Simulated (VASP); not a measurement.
# HfO2 (Fm-3m) in VASP: further runs

HfO2 is run at these levels: LDA; tasks: single point.

Everything below comes from runs of VASP 6.6.1. Logs are shortened: lines on timing, memory, paths and dates and some standing lists are left out, and cuts for length are marked.

## (1) The cell of the first run

Symmetry: Fm-3m, No. 225, cubic system. The conventional cell has a = 5.182 Å, b = 5.182 Å, c = 5.182 Å, α = 90.00°, β = 90.00°, γ = 90.00°. Hf (site symmetry m-3m) has 8 O at 2.24 Å within 3.0 Å. O (site symmetry -43m) has 4 Hf at 2.24 Å and 6 O at 2.59 Å within 3.0 Å.

## (2) Single point, LDA

The input, INCAR:

```
PREC     = Accurate       # precision mode
ENCUT    = 520            # plane-wave cutoff, eV
EDIFF    = 1E-7           # SCF threshold, eV
ISMEAR   = -1             # smearing method
SIGMA    = 0.1            # smearing width, eV
LREAL    = F              # projectors in reciprocal space
LASPH    = T              # aspherical terms in the spheres
NELM     = 60             # most SCF steps
ALGO     = Normal         # electronic algorithm
ISIF     = 2              # what is computed and relaxed
LWAVE    = F              # write WAVECAR
LCHARG   = F              # write CHGCAR
GGA      = CA             # functional
NBANDS   = 18             # bands
```

The input, KPOINTS:

```
Automatic mesh
0
Gamma
  8 8 8
```

The input, POSCAR:

```
HfO2
1.0
    0.0000000000      2.5911551753      2.5911551753
    2.5911551753      0.0000000000      2.5911551753
    2.5911551753      2.5911551753      0.0000000000
Hf O
1 2
Direct
    0.0000000000      0.0000000000      0.0000000000
    0.2500000000      0.2500000000      0.2500000000
    0.7500000000      0.7500000000      0.7500000000
```

Potentials or basis: VASP PAW LDA potentials, release 64 (Hf_pv, O).

Launch:

```bash
$ cat potpaw_LDA.64/Hf_pv/POTCAR potpaw_LDA.64/O/POTCAR > POTCAR
$ mpirun -np 1 vasp_std > vasp.out
```

OUTCAR:

```text
PREC = Accurate
   ENCUT = 520
   EDIFF = 1E-7
   ISMEAR = -1
   LREAL = F
   LASPH = T
   NELM = 60
   ISIF = 2
   GGA = CA

 ion  position               nearest neighbor table
   1  0.000  0.000  0.000-   3 2.24   3 2.24   3 2.24   2 2.24   3 2.24   2 2.24   2 2.24   2 2.24

   2  0.250  0.250  0.250-   1 2.24   1 2.24   1 2.24   1 2.24
   3  0.750  0.750  0.750-   1 2.24   1 2.24   1 2.24   1 2.24

  LATTYP: Found a face centered cubic cell.
 ALAT       =     5.1823103506

  Lattice vectors:

 A1 = (   0.0000000000,   2.5911551753,   2.5911551753)
 A2 = (   2.5911551753,   0.0000000000,   2.5911551753)
 A3 = (   2.5911551753,   2.5911551753,   0.0000000000)

Analysis of symmetry for initial positions (statically):
=====================================================================
 Subroutine PRICEL returns:
 Original cell was already a primitive cell.

 Routine SETGRP: Setting up the symmetry group for a
 face centered cubic supercell.

 Subroutine GETGRP returns: Found 48 space group operations
 (whereof 48 operations were pure point group operations)
 out of a pool of 48 trial point group operations.

The static configuration has the point symmetry O_h .

Analysis of symmetry for dynamics (positions and initial velocities):
=====================================================================
 Subroutine PRICEL returns:
 Original cell was already a primitive cell.

 Routine SETGRP: Setting up the symmetry group for a
 face centered cubic supercell.

 Subroutine GETGRP returns: Found 48 space group operations
 (whereof 48 operations were pure point group operations)
 out of a pool of 48 trial point group operations.

The dynamic configuration has the point symmetry O_h .

 Subroutine INISYM returns: Found 48 space group operations
 (whereof 48 operations are pure point group operations),
 and found     1 'primitive' translations

----------------------------------------------------------------------------------------

                                     Primitive cell

  volume of cell :      34.7945

  direct lattice vectors                    reciprocal lattice vectors
     0.000000000  2.591155175  2.591155175    -0.192964128  0.192964128  0.192964128
     2.591155175  0.000000000  2.591155175     0.192964128 -0.192964128  0.192964128
     2.591155175  2.591155175  0.000000000     0.192964128  0.192964128 -0.192964128

  length of vectors
     3.664446791  3.664446791  3.664446791     0.334223674  0.334223674  0.334223674

  position of ions in fractional coordinates (direct lattice)
     0.000000000  0.000000000  0.000000000
     0.250000000  0.250000000  0.250000000
     0.750000000  0.750000000  0.750000000

  ion indices of the primitive-cell ions
   primitive index   ion index
                 1           1
                 2           2
                 3           3

----------------------------------------------------------------------------------------

 KPOINTS: Automatic mesh

Automatic generation of k-mesh.
 Grid dimensions read from file:
 generate k-points for:    8    8    8

 Generating k-lattice:

  Cartesian coordinates                     Fractional coordinates (reciprocal lattice)
    -0.024120516  0.024120516  0.024120516     0.125000000  0.000000000  0.000000000
     0.024120516 -0.024120516  0.024120516     0.000000000  0.125000000  0.000000000
     0.024120516  0.024120516 -0.024120516     0.000000000  0.000000000  0.125000000

  Length of vectors
     0.041777959  0.041777959  0.041777959

  Shift w.r.t. Gamma in fractional coordinates (k-lattice)
     0.000000000  0.000000000  0.000000000

 Subroutine IBZKPT returns following result:
 ===========================================

 Found     29 irreducible k-points:

 Following reciprocal coordinates:
            Coordinates               Weight
  0.000000  0.000000  0.000000      1.000000
  0.125000  0.000000  0.000000      8.000000
  0.250000  0.000000  0.000000      8.000000
  0.375000  0.000000  0.000000      8.000000
  0.500000  0.000000  0.000000      4.000000
  0.125000  0.125000  0.000000      6.000000
[... 16 lines left out ...]
  0.500000  0.250000  0.125000     48.000000
 -0.375000  0.250000  0.125000     24.000000
 [... further k-points ...]
   k-points           NKPTS =     29   k-points in BZ     NKDIM =     29   number of bands    NBANDS=     18
   number of dos      NEDOS =    301   number of ions     NIONS =      3
   total plane-waves  NPLWV =  21952
   dimension x,y,z NGX =    28 NGY =   28 NGZ =   28
   dimension x,y,z NGXF=    56 NGYF=   56 NGZF=   56
   ions per type =               1   2
   NGX,Y,Z   is equivalent  to a cutoff of  12.70, 12.70, 12.70 a.u.
   NGXF,Y,Z  is equivalent  to a cutoff of  25.41, 25.41, 25.41 a.u.
 SYSTEM =  unknown system
   PREC   = accura    normal or accurate (medium, high low for compatibility)
   ISTART =      0    job   : 0-new  1-cont  2-samecut
   ICHARG =      2    charge: 1-file 2-atom 10-const
   ISPIN  =      1    spin polarized calculation?
   LNONCOLLINEAR =      F non collinear calculations
   LSORBIT =      F    spin-orbit coupling
   LASPH  =      T    aspherical Exc in radial PAW
   ENCUT  =  520.0 eV  38.22 Ry    6.18 a.u.   6.81  6.81  6.81*2*pi/ulx,y,z
   NELM   =     60;   NELMIN=  2; NELMDL= -5     # of ELM steps
   EDIFF  = 0.1E-06   stopping-criterion for ELM
   LREAL  =      F    real-space projection
   EDIFFG = 0.1E-05   stopping-criterion for IOM
   NSW    =      0    number of steps for IOM
   IBRION =     -1    ionic relax: 0-MD 1-quasi-New 2-CG
   NFREE  =      0    steps in history (QN), initial steepest desc. (CG)
   ISIF   =      2    stress and relaxation
   ISYM   =      2    0-nonsym 1-usesym 2-fastsym
   POTIM  = 0.5000    time-step for ionic-motion
   TEBEG  =    0.0;   TEEND  =   0.0 temperature during run
   PSTRESS=    0.0 pullay stress
   NELECT =      22.0000    total number of electrons
   NUPDOWN=      -1.0000    fix difference up-down
   EMIN   =  10.00;   EMAX   =-10.00  energy-range for DOS
   EFERMI =   0.00;   METHOD = LEGACY
   ISMEAR =    -1;   SIGMA  =   0.10  broadening in eV -4-tet -1-fermi 0-gaus
   EFERMI_NEDOS =   21; number of points for ismear=-14 and -15
   IALGO  =     38    algorithm
   IMIX   =      4    mixing-type and parameters
     AMIX     =   0.40;   BMIX     =  1.00
     AMIX_MAG =   1.60;   BMIX_MAG =  1.00
  volume/ion in A,a.u.               =      11.60        78.27
  Fermi-wavevector in a.u.,A,eV,Ry     =   1.405116  2.655285 26.862691  1.974352
  Thomas-Fermi vector in A             =   2.527610
   LORBIT       =      0    0 simple, 1 ext, 2 COOP (PROOUT), +10 PAW based schemes
   GGA     = CA    functional components
   LHFCALC =     F    Hartree Fock is set to
   AEXX    =    0.0000 exact exchange contribution
   IVDW    =     0    specifies the selected vdW correction
   LEPSILON=     F    determine dielectric tensor
   LRPA    =     F    only Hartree local field effects (RPA)
 non-spin polarized calculation
  energy-cutoff  :      520.00
  volume of cell :       34.79
 maximum number of plane-waves:       960
   NGX = 13   NGY = 13   NGZ = 13

 number of electron      21.9999997 magnetization

 Free energy of the ion-electron system (eV)
  ---------------------------------------------------
  ext. energy  EPLUGINS =         0.00000000
  ---------------------------------------------------
  free energy    TOTEN  =       -32.71956172 eV

  energy without entropy =      -32.71956172  energy(sigma->0) =      -32.71956172

 E-fermi :   5.2205     XC(G=0): -11.9731

 val. band max:        3.4919243811   @ k =   0.5000   0.5000   0.0000
 cond. band min:       6.9123492846   @ k =   0.5000   0.5000   0.0000
 fundamental gap:      3.4204249035
 Fermi energy:         5.2204696573

 k-point     1 :       0.0000    0.0000    0.0000
  band No.  band energies     occupation
      1     -26.2974      2.00000
      2     -26.2974      2.00000
      3     -26.2974      2.00000
      4     -14.5775      2.00000
      5     -11.7441      2.00000
      6      -1.5228      2.00000
[... 10 lines left out ...]
     17      13.0555      0.00000
     18      15.7053      0.00000

 k-point     2 :       0.1250    0.0000    0.0000
  band No.  band energies     occupation
      1     -26.3478      2.00000
      2     -26.3031      2.00000
      3     -26.3031      2.00000
      4     -14.3940      2.00000
      5     -11.8966      2.00000
      6      -1.3829      2.00000
[... 10 lines left out ...]
     17      12.8218      0.00000
     18      15.6985      0.00000

 k-point     3 :       0.2500    0.0000    0.0000
  band No.  band energies     occupation
      1     -26.4658      2.00000
      2     -26.3169      2.00000
      3     -26.3169      2.00000
      4     -13.9495      2.00000
      5     -12.2180      2.00000
      6      -1.0359      2.00000
[... 10 lines left out ...]
     17      12.3953      0.00000
     18      15.2520      0.00000

 k-point     4 :       0.3750    0.0000    0.0000
  band No.  band energies     occupation
      1     -26.5791      2.00000
      2     -26.3306      2.00000
      3     -26.3306      2.00000
      4     -13.5340      2.00000
      5     -12.4452      2.00000
      6      -0.6878      2.00000
[... 375 lines left out ...]
      4     -13.5761      2.00000
      5     -12.4487      2.00000
      6      -1.0654      2.00000
[... 10 lines left out ...]
     17      12.5541      0.00000
     18      15.6235      0.00000

 k-point    23 :       0.5000    0.2500    0.1250
  band No.  band energies     occupation
      1     -26.5576      2.00000
      2     -26.4127      2.00000
      3     -26.3499      2.00000
      4     -13.2062      2.00000
      5     -12.6221      2.00000
      6      -1.0842      2.00000
[... 10 lines left out ...]
     17      13.5100      0.00000
     18      15.4601      0.00000

 k-point    24 :      -0.3750    0.2500    0.1250
  band No.  band energies     occupation
      1     -26.5799      2.00000
      2     -26.4290      2.00000
      3     -26.3577      2.00000
      4     -13.0971      2.00000
      5     -12.6356      2.00000
      6      -1.0929      2.00000
[... 10 lines left out ...]
     17      13.8338      0.00000
     18      15.3560      0.00000

 [... further k-points ...]
[... 5 lines left out ...]
  --------------------------------------------------------------------------------------
  -------------------------------------------------------------------------------------
  Total       -5.7692122     -5.7692122     -5.7692122      0.0000000      0.0000000      0.0000000
  in kB     -265.6542911   -265.6542911   -265.6542911      0.0000000      0.0000000      0.0000000
  external PRESSURE =    -265.6542911 kB  Pullay stress =       0.0000000 kB

 VOLUME and BASIS-vectors are now :
 -----------------------------------------------------------------------------
  energy-cutoff  :      520.00
  volume of cell :       34.79
      direct lattice vectors                 reciprocal lattice vectors
     0.000000000  2.591155175  2.591155175    -0.192964128  0.192964128  0.192964128
     2.591155175  0.000000000  2.591155175     0.192964128 -0.192964128  0.192964128
     2.591155175  2.591155175  0.000000000     0.192964128  0.192964128 -0.192964128

 POSITION                                       TOTAL-FORCE (eV/Angst)
 -----------------------------------------------------------------------------------
      0.00000      0.00000      0.00000         0.000000      0.000000      0.000000
      1.29558      1.29558      1.29558         0.000000      0.000000      0.000000
      3.88673      3.88673      3.88673        -0.000000     -0.000000     -0.000000
 -----------------------------------------------------------------------------------
    total drift:                                0.000000      0.000000      0.000000

  FREE ENERGIE OF THE ION-ELECTRON SYSTEM (eV)
  ---------------------------------------------------
  free  energy   TOTEN  =       -32.7195617231 eV

  energy  without entropy=      -32.7195617179  energy(sigma->0) =      -32.71956172
```

Run time: 22 s. Hardware: 1 thread of Intel Xeon 8259CL, shared host; peak memory 0.15 GiB.

Results:

```yaml
Free_energy: -32.7196 eV
Pressure: -26.6 GPa
Band_gap_on_the_k_mesh: 3.42 eV, direct
```

Caveat: spin-orbit coupling is left out, which moves the levels of the heavy elements.

## (3) Single point, LDA

This run uses another cell than the first one, of 12.04 Å³/atom, 1.038 times its volume.

The input, INCAR:

```
PREC     = Accurate       # precision mode
ENCUT    = 520            # plane-wave cutoff, eV
EDIFF    = 1E-7           # SCF threshold, eV
ISMEAR   = -1             # smearing method
SIGMA    = 0.1            # smearing width, eV
LREAL    = False          # projectors in reciprocal space
LASPH    = True           # aspherical terms in the spheres
NELM     = 80             # most SCF steps
ALGO     = Normal         # electronic algorithm
ISIF     = 2              # what is computed and relaxed
LWAVE    = False          # write WAVECAR
LCHARG   = False          # write CHGCAR
GGA      = CA             # functional
NBANDS   = 18             # bands
```

The input, KPOINTS:

```
regular mesh
0
Gamma
  8 8 8
```

The input, POSCAR:

```
HfO2
1.0
    0.0000000000      2.6239580902      2.6239580902
    2.6239580902      0.0000000000      2.6239580902
    2.6239580902      2.6239580902      0.0000000000
Hf O
1 2
Direct
    0.0000000000      0.0000000000      0.0000000000
    0.2500000000      0.2500000000      0.2500000000
    0.7500000000      0.7500000000      0.7500000000
```

Potentials or basis: VASP PAW LDA potentials, release 64 (Hf_pv, O).

Launch:

```bash
$ cat potpaw_LDA.64/Hf_pv/POTCAR potpaw_LDA.64/O/POTCAR > POTCAR
$ mpirun -np 1 vasp_std > vasp.out
```

It took 22 s on 1 thread of Intel Xeon 8259CL, shared host; peak memory 0.15 GiB.

The run converged. Its results:

* Free energy: -32.4743 eV
* Pressure: -32.3 GPa
* Band gap on the k mesh: 3.32 eV, direct

Levels at points of the mesh, in eV from the valence-band top:
```csv
k point,band 8,band 9,band 10,band 11,band 12,band 13,band 14,band 15
"(0.00, 0.00, 0.00)",-4.80,-0.56,-0.56,-0.56,3.43,3.43,4.87,9.12
"(0.50, 0.00, 0.00)",-2.92,-2.53,-1.72,-1.72,4.05,4.05,6.00,8.24
"(0.50, 0.50, 0.00)",-3.24,-1.39,-1.39,0.00,3.32,4.79,5.69,7.19
```

Caveat: spin-orbit coupling is left out, which moves the levels of the heavy elements. Expect the measured gap to be larger: semilocal functionals such as LDA lack the derivative discontinuity.

(Continued in part 2 of 2.)
